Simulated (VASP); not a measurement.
HgH:

```xyz
6
Lattice="6.2419 0.0000 0.0000 -3.1209 5.4056 0.0000 0.0000 0.0000 3.0669" Properties=species:S:1:pos:R:3 pbc="T T T"
Hg    3.1209    0.0000    0.0000
Hg    1.5605    2.7028    0.0000
Hg   -1.5605    2.7028    0.0000
H     0.0000    0.0000    0.0000
H     0.0000    3.6038    1.5335
H     3.1209    1.8019    1.5335
```

| Property | Result |
| --- | --- |
| Program | VASP 6.6.1 |
| Task | relaxation of cell and atoms |
| Functional | PBE |
| Potentials or basis | VASP PAW PBE potentials, release 64 (Hg, H) |
| Cutoff | 600 eV |
| k mesh | 3 × 3 × 6 |
| Occupations | gaussian, width 0.1 eV |
| Spin | no spin polarisation |

At the start: pressure 0.9 GPa; volume 17.25 Å³/atom.

Question: Where does the relaxation end?

Answer: Over 8 steps the energy falls by 10.1 meV/atom and the volume is 17.87 Å³/atom (+3.6 %); space group P6/mmm (No. 191, to 0.05 Å).

The path:
```csv
step,energy change (eV),largest force (eV/Å),pressure (GPa),volume (Å³)
1,0.0000,0.0000,0.92,103.48
2,-0.0097,0.0000,0.38,104.98
3,-0.0149,0.0000,-0.22,106.79
4,-0.0151,0.0000,-0.36,107.22
5,-0.0231,0.0000,-0.34,107.24
6,-0.0558,0.0000,-0.11,107.25
7,0.0064,0.0000,1.23,106.96
8,-0.0609,0.0000,0.03,107.22
```

Final structure:
```cif
data_structure
_symmetry_space_group_name_H-M 'P 1'
_symmetry_Int_Tables_number 1
_cell_length_a 6.4825
_cell_length_b 6.4825
_cell_length_c 2.9463
_cell_angle_alpha 90.000
_cell_angle_beta 90.000
_cell_angle_gamma 120.000
_cell_volume 107.22
loop_
_atom_site_label
_atom_site_type_symbol
_atom_site_fract_x
_atom_site_fract_y
_atom_site_fract_z
_atom_site_occupancy
Hg1 Hg 0.50000 0.00000 0.00000 1
Hg2 Hg 0.50000 0.50000 0.00000 1
Hg3 Hg 0.00000 0.50000 0.00000 1
H1 H 0.00000 0.00000 0.00000 1
H2 H 0.33333 0.66667 0.50000 1
H3 H 0.66667 0.33333 0.50000 1
```

Caveat: the k points lie up to 0.37 Å⁻¹ apart in the final cell.
